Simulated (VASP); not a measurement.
# GaAs (F-43m) in VASP: single point with PBEsol

Aim: the single point of GaAs with PBEsol.

All numbers are computed with VASP 6.6.1; they aren't measurements. Logs are shortened: lines on timing, memory, paths and dates and some standing lists are left out, and cuts for length are marked.

## 1. The cell of the first run

The structure is cubic, space group F-43m (No. 216). Conventional cell: a = 5.697 Å, b = 5.697 Å, c = 5.697 Å, α = 90.00°, β = 90.00°, γ = 90.00°. Within 3.3 Å of Ga (site symmetry -43m) lie 4 As at 2.47 Å. As (site symmetry -43m) has 4 Ga at 2.47 Å within 3.3 Å.

## 2. Single point, PBEsol (23.11 Å³/atom)

File INCAR:

```
SYSTEM = GaAs
  PREC = Accurate
  ENCUT = 520
  EDIFF = 1E-7
  ISMEAR = 0
  SIGMA = 0.01
  LREAL = .FALSE.
  LASPH = .TRUE.
  NELM = 80
  ALGO = Normal
  ISIF = 2
  LWAVE = .FALSE.
  LCHARG = .TRUE.
  GGA = PS
  LELF = .TRUE.
  LVHAR = .TRUE.
  NBANDS = 16
```

File KPOINTS:

```
Automatic mesh
0
G
  12 12 12
  0 0 0
```

File POSCAR:

```
GaAs
1.0
    0.0000000000      2.8482980125      2.8482980125
    2.8482980125      0.0000000000      2.8482980125
    2.8482980125      2.8482980125      0.0000000000
Ga As
1 1
Direct
    0.0000000000      0.0000000000      0.0000000000
    0.7500000000      0.7500000000      0.7500000000
```

Potentials or basis: VASP PAW PBE potentials, release 64 (Ga_d, As).

Launch:

```bash
cat potpaw_PBE.64/Ga_d/POTCAR potpaw_PBE.64/As/POTCAR > POTCAR
mpirun -np 1 vasp_std > vasp.out
```

OUTCAR:

```text
SYSTEM = GaAs
   PREC = Accurate
   ENCUT = 520
   EDIFF = 1E-7
   ISMEAR = 0
   LREAL = .FALSE.
   LASPH = .TRUE.
   NELM = 80
   ISIF = 2
   GGA = PS

 ion  position               nearest neighbor table
   1  0.000  0.000  0.000-   2 2.47   2 2.47   2 2.47   2 2.47
   2  0.750  0.750  0.750-   1 2.47   1 2.47   1 2.47   1 2.47

  LATTYP: Found a face centered cubic cell.
 ALAT       =     5.6965960250

  Lattice vectors:

 A1 = (   0.0000000000,   2.8482980125,   2.8482980125)
 A2 = (   2.8482980125,   0.0000000000,   2.8482980125)
 A3 = (   2.8482980125,   2.8482980125,   0.0000000000)

Analysis of symmetry for initial positions (statically):
=====================================================================
 Subroutine PRICEL returns:
 Original cell was already a primitive cell.

 Routine SETGRP: Setting up the symmetry group for a
 face centered cubic supercell.

 Subroutine GETGRP returns: Found 24 space group operations
 (whereof 24 operations were pure point group operations)
 out of a pool of 48 trial point group operations.

The static configuration has the point symmetry T_d .

Analysis of symmetry for dynamics (positions and initial velocities):
=====================================================================
 Subroutine PRICEL returns:
 Original cell was already a primitive cell.

 Routine SETGRP: Setting up the symmetry group for a
 face centered cubic supercell.

 Subroutine GETGRP returns: Found 24 space group operations
 (whereof 24 operations were pure point group operations)
 out of a pool of 48 trial point group operations.

The dynamic configuration has the point symmetry T_d .

 Subroutine INISYM returns: Found 24 space group operations
 (whereof 24 operations are pure point group operations),
 and found     1 'primitive' translations

----------------------------------------------------------------------------------------

                                     Primitive cell

  volume of cell :      46.2154

  direct lattice vectors                    reciprocal lattice vectors
     0.000000000  2.848298012  2.848298012    -0.175543429  0.175543429  0.175543429
     2.848298012  0.000000000  2.848298012     0.175543429 -0.175543429  0.175543429
     2.848298012  2.848298012  0.000000000     0.175543429  0.175543429 -0.175543429

  length of vectors
     4.028101679  4.028101679  4.028101679     0.304050138  0.304050138  0.304050138

  position of ions in fractional coordinates (direct lattice)
     0.000000000  0.000000000  0.000000000
     0.750000000  0.750000000  0.750000000

  ion indices of the primitive-cell ions
   primitive index   ion index
                 1           1
                 2           2

----------------------------------------------------------------------------------------

 KPOINTS: Automatic mesh

Automatic generation of k-mesh.
 Grid dimensions read from file:
 generate k-points for:   12   12   12

 Generating k-lattice:

  Cartesian coordinates                     Fractional coordinates (reciprocal lattice)
    -0.014628619  0.014628619  0.014628619     0.083333333  0.000000000  0.000000000
     0.014628619 -0.014628619  0.014628619     0.000000000  0.083333333  0.000000000
     0.014628619  0.014628619 -0.014628619     0.000000000  0.000000000  0.083333333

  Length of vectors
     0.025337512  0.025337512  0.025337512

  Shift w.r.t. Gamma in fractional coordinates (k-lattice)
     0.000000000  0.000000000  0.000000000

 Subroutine IBZKPT returns following result:
 ===========================================

 Found     72 irreducible k-points:

 Following reciprocal coordinates:
            Coordinates               Weight
  0.000000  0.000000  0.000000      1.000000
  0.083333  0.000000  0.000000      8.000000
  0.166667  0.000000  0.000000      8.000000
  0.250000  0.000000  0.000000      8.000000
  0.333333  0.000000  0.000000      8.000000
  0.416667  0.000000  0.000000      8.000000
[... 16 lines left out ...]
  0.500000  0.166667  0.000000     24.000000
 -0.416667  0.166667  0.000000     24.000000
 [... further k-points ...]
   k-points           NKPTS =     72   k-points in BZ     NKDIM =     72   number of bands    NBANDS=     16
   number of dos      NEDOS =    301   number of ions     NIONS =      2
   total plane-waves  NPLWV =  27000
   dimension x,y,z NGX =    30 NGY =   30 NGZ =   30
   dimension x,y,z NGXF=    60 NGYF=   60 NGZF=   60
   ions per type =               1   1
   NGX,Y,Z   is equivalent  to a cutoff of  12.38, 12.38, 12.38 a.u.
   NGXF,Y,Z  is equivalent  to a cutoff of  24.76, 24.76, 24.76 a.u.
 SYSTEM =  GaAs
   PREC   = accura    normal or accurate (medium, high low for compatibility)
   ISTART =      0    job   : 0-new  1-cont  2-samecut
   ICHARG =      2    charge: 1-file 2-atom 10-const
   ISPIN  =      1    spin polarized calculation?
   LNONCOLLINEAR =      F non collinear calculations
   LSORBIT =      F    spin-orbit coupling
   LASPH  =      T    aspherical Exc in radial PAW
   ENCUT  =  520.0 eV  38.22 Ry    6.18 a.u.   7.49  7.49  7.49*2*pi/ulx,y,z
   NELM   =     80;   NELMIN=  2; NELMDL= -5     # of ELM steps
   EDIFF  = 0.1E-06   stopping-criterion for ELM
   LREAL  =      F    real-space projection
   EDIFFG = 0.1E-05   stopping-criterion for IOM
   NSW    =      0    number of steps for IOM
   IBRION =     -1    ionic relax: 0-MD 1-quasi-New 2-CG
   NFREE  =      0    steps in history (QN), initial steepest desc. (CG)
   ISIF   =      2    stress and relaxation
   ISYM   =      2    0-nonsym 1-usesym 2-fastsym
   POTIM  = 0.5000    time-step for ionic-motion
   TEBEG  =    0.0;   TEEND  =   0.0 temperature during run
   PSTRESS=    0.0 pullay stress
   NELECT =      18.0000    total number of electrons
   NUPDOWN=      -1.0000    fix difference up-down
   EMIN   =  10.00;   EMAX   =-10.00  energy-range for DOS
   EFERMI =   0.00;   METHOD = LEGACY
   ISMEAR =     0;   SIGMA  =   0.01  broadening in eV -4-tet -1-fermi 0-gaus
   EFERMI_NEDOS =   21; number of points for ismear=-14 and -15
   IALGO  =     38    algorithm
   IMIX   =      4    mixing-type and parameters
     AMIX     =   0.40;   BMIX     =  1.00
     AMIX_MAG =   1.60;   BMIX_MAG =  1.00
  volume/ion in A,a.u.               =      23.11       155.94
  Fermi-wavevector in a.u.,A,eV,Ry     =   1.195557  2.259275 19.447572  1.429356
  Thomas-Fermi vector in A             =   2.331519
   LORBIT       =      0    0 simple, 1 ext, 2 COOP (PROOUT), +10 PAW based schemes
   GGA     = PS    functional components
   LHFCALC =     F    Hartree Fock is set to
   AEXX    =    0.0000 exact exchange contribution
   IVDW    =     0    specifies the selected vdW correction
   LEPSILON=     F    determine dielectric tensor
   LRPA    =     F    only Hartree local field effects (RPA)
 non-spin polarized calculation
 Gauss-broadening in eV      SIGMA  =   0.01
  energy-cutoff  :      520.00
  volume of cell :       46.22
 maximum number of plane-waves:      1267
 NGX is ok and might be reduce to    30
   NGX = 15   NGY = 15   NGZ = 15

 number of electron      17.9999984 magnetization

 Free energy of the ion-electron system (eV)
  ---------------------------------------------------
  ext. energy  EPLUGINS =         0.00000000
  ---------------------------------------------------
  free energy    TOTEN  =        -9.08968305 eV

  energy without entropy =       -9.08968305  energy(sigma->0) =       -9.08968305

 E-fermi :   3.6977     XC(G=0):  -9.6722

 val. band max:        3.5932830451   @ k =   0.0000   0.0000   0.0000
 cond. band min:       3.8815213945   @ k =   0.0000   0.0000   0.0000
 fundamental gap:      0.2882383494
 Fermi energy:         3.6976642288

 k-point     1 :       0.0000    0.0000    0.0000
  band No.  band energies     occupation
      1     -11.1399      2.00000
      2     -11.1399      2.00000
      3     -11.1399      2.00000
      4     -11.0653      2.00000
      5     -11.0653      2.00000
      6      -8.9978      2.00000
[... 8 lines left out ...]
     15      13.6458      0.00000
     16      13.6458      0.00000

 k-point     2 :       0.0833    0.0000    0.0000
  band No.  band energies     occupation
      1     -11.1457      2.00000
      2     -11.1384      2.00000
      3     -11.1384      2.00000
      4     -11.0654      2.00000
      5     -11.0654      2.00000
      6      -8.9182      2.00000
[... 8 lines left out ...]
     15      13.0971      0.00000
     16      13.0971      0.00000

 k-point     3 :       0.1667    0.0000    0.0000
  band No.  band energies     occupation
      1     -11.1607      2.00000
      2     -11.1344      2.00000
      3     -11.1344      2.00000
      4     -11.0654      2.00000
      5     -11.0654      2.00000
      6      -8.6863      2.00000
[... 8 lines left out ...]
     15      12.5490      0.00000
     16      12.5490      0.00000

 k-point     4 :       0.2500    0.0000    0.0000
  band No.  band energies     occupation
      1     -11.1798      2.00000
      2     -11.1294      2.00000
      3     -11.1294      2.00000
      4     -11.0650      2.00000
      5     -11.0650      2.00000
      6      -8.3249      2.00000
[... 8 lines left out ...]
     15      12.5262      0.00000
     16      12.5262      0.00000

 k-point     5 :       0.3333    0.0000    0.0000
  band No.  band energies     occupation
      1     -11.1975      2.00000
      2     -11.1252      2.00000
      3     -11.1252      2.00000
      4     -11.0638      2.00000
      5     -11.0638      2.00000
      6      -7.8837      2.00000
[... 8 lines left out ...]
     15      13.1480      0.00000
     16      13.1480      0.00000

 k-point     6 :       0.4167    0.0000    0.0000
  band No.  band energies     occupation
      1     -11.2098      2.00000
      2     -11.1226      2.00000
      3     -11.1226      2.00000
      4     -11.0624      2.00000
      5     -11.0624      2.00000
      6      -7.4722      2.00000
[... 8 lines left out ...]
     15      14.2706      0.00000
     16      14.2706      0.00000

 k-point     7 :       0.5000    0.0000    0.0000
  band No.  band energies     occupation
      1     -11.2142      2.00000
      2     -11.1218      2.00000
      3     -11.1218      2.00000
      4     -11.0617      2.00000
      5     -11.0617      2.00000
      6      -7.2896      2.00000
[... 8 lines left out ...]
     15      15.2954      0.00000
     16      15.2954      0.00000

 k-point     8 :       0.0833    0.0833    0.0000
  band No.  band energies     occupation
      1     -11.1492      2.00000
      2     -11.1370      2.00000
      3     -11.1370      2.00000
      4     -11.0665      2.00000
      5     -11.0645      2.00000
      6      -8.8917      2.00000
[... 8 lines left out ...]
     15      12.3491      0.00000
     16      13.7568      0.00000

 k-point     9 :       0.1667    0.0833    0.0000
  band No.  band energies     occupation
      1     -11.1614      2.00000
      2     -11.1337      2.00000
      3     -11.1330      2.00000
      4     -11.0676      2.00000
      5     -11.0638      2.00000
      6      -8.7105      2.00000
[... 8 lines left out ...]
     15      12.4138      0.00000
     16      13.4428      0.00000
[... 172 lines left out ...]
 k-point    19 :       0.1667    0.1667    0.0000
  band No.  band energies     occupation
      1     -11.1721      2.00000
      2     -11.1288      2.00000
      3     -11.1288      2.00000
      4     -11.0702      2.00000
      5     -11.0623      2.00000
      6      -8.5823      2.00000
[... 8 lines left out ...]
     15      12.9843      0.00000
     16      14.0888      0.00000

 k-point    20 :       0.2500    0.1667    0.0000
  band No.  band energies     occupation
      1     -11.1864      2.00000
      2     -11.1242      2.00000
      3     -11.1234      2.00000
      4     -11.0723      2.00000
      5     -11.0610      2.00000
      6      -8.3127      2.00000
[... 8 lines left out ...]
     15      13.8517      0.00000
     16      14.0995      0.00000

 k-point    21 :       0.3333    0.1667    0.0000
  band No.  band energies     occupation
      1     -11.2007      2.00000
      2     -11.1208      2.00000
      3     -11.1185      2.00000
      4     -11.0728      2.00000
      5     -11.0600      2.00000
      6      -7.9311      2.00000
[... 8 lines left out ...]
     15      14.1391      0.00000
     16      14.4055      0.00000

 k-point    22 :       0.4167    0.1667    0.0000
  band No.  band energies     occupation
      1     -11.2121      2.00000
      2     -11.1187      2.00000
      3     -11.1153      2.00000
      4     -11.0715      2.00000
      5     -11.0595      2.00000
      6      -7.5020      2.00000
[... 8 lines left out ...]
     15      14.3234      0.00000
     16      15.2404      0.00000

 k-point    23 :       0.5000    0.1667    0.0000
  band No.  band energies     occupation
      1     -11.2184      2.00000
      2     -11.1180      2.00000
      3     -11.1142      2.00000
      4     -11.0688      2.00000
      5     -11.0604      2.00000
      6      -7.1617      2.00000
[... 8 lines left out ...]
     15      14.8995      0.00000
     16      15.3240      0.00000

 k-point    24 :      -0.4167    0.1667    0.0000
  band No.  band energies     occupation
      1     -11.2185      2.00000
      2     -11.1182      2.00000
      3     -11.1150      2.00000
      4     -11.0660      2.00000
      5     -11.0627      2.00000
      6      -7.1069      2.00000
[... 8 lines left out ...]
     15      13.8362      0.00000
     16      14.4867      0.00000

 [... further k-points ...]

------------------------ aborting loop because EDIFF is reached ----------------------------------------

  FORCE on cell =-STRESS in cart. coord.  units (eV):
  Direction    XX          YY          ZZ          XY          YZ          ZX
  --------------------------------------------------------------------------------------
  -------------------------------------------------------------------------------------
  Total       -0.3356252     -0.3356252     -0.3356252     -0.0000000     -0.0000000      0.0000000
  in kB      -11.6353338    -11.6353338    -11.6353338     -0.0000000     -0.0000000      0.0000000
  external PRESSURE =     -11.6353338 kB  Pullay stress =       0.0000000 kB

 VOLUME and BASIS-vectors are now :
 -----------------------------------------------------------------------------
  energy-cutoff  :      520.00
  volume of cell :       46.22
      direct lattice vectors                 reciprocal lattice vectors
     0.000000000  2.848298012  2.848298012    -0.175543429  0.175543429  0.175543429
     2.848298012  0.000000000  2.848298012     0.175543429 -0.175543429  0.175543429
     2.848298012  2.848298012  0.000000000     0.175543429  0.175543429 -0.175543429

 POSITION                                       TOTAL-FORCE (eV/Angst)
 -----------------------------------------------------------------------------------
      0.00000      0.00000      0.00000         0.000000      0.000000      0.000000
      4.27245      4.27245      4.27245        -0.000000     -0.000000     -0.000000
 -----------------------------------------------------------------------------------
    total drift:                               -0.000000     -0.000000     -0.000000

  FREE ENERGIE OF THE ION-ELECTRON SYSTEM (eV)
  ---------------------------------------------------
  free  energy   TOTEN  =        -9.0896830537 eV

  energy  without entropy=       -9.0896830537  energy(sigma->0) =       -9.08968305
```

Wall time 59 s (1 thread of Intel Xeon Platinum 8259CL at 2.50GHz (Skylake/Cascade Lake), shared host); peak memory 0.2 GiB.

What came out:

* Free energy: -9.0897 eV
* Pressure: -1.2 GPa
* Band gap on the k mesh: 0.29 eV

Caveat: semilocal functionals underestimate gaps, and a narrow one can read as zero; the PAW data sets were made with another functional, which shifts forces and pressure a little.
